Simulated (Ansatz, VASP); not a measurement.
# One calculation of KCl, two programs

```
K Cl
1.0
     3.99366    0.00000    0.00000
     0.00000    3.99366    0.00000
     0.00000    0.00000    3.99366
K Cl
1 1
Direct
  0.00000 0.00000 0.00000
  0.50000 0.50000 0.50000
```

Change from the starting cell: hydrostatic strain +5.9%.

Alike in both runs: task single point; functional PBE; k mesh 8 × 8 × 8; occupations fermi-dirac, width 0.02 eV; no spin polarisation.

|  | VASP | Ansatz |
| --- | --- | --- |
| version | VASP 6.6.1 | Ansatz 0.2.0 |
| potentials or method | VASP PAW PBE potentials, release 64 (K_sv, Cl) | plane waves, PAW |
| plane-wave cutoff (eV) | 520 | 420 |
| valence electrons in the cell | 16 | 16 |

```tsv
	VASP	Ansatz	Ansatz less VASP
gap on the k mesh at the Fermi level (eV)	4.35	4.35	0.000
pressure (GPa)	-1.7	-1.7	+0.01
```

The functional is the same, so the differences come from potentials, cutoffs and numerics.
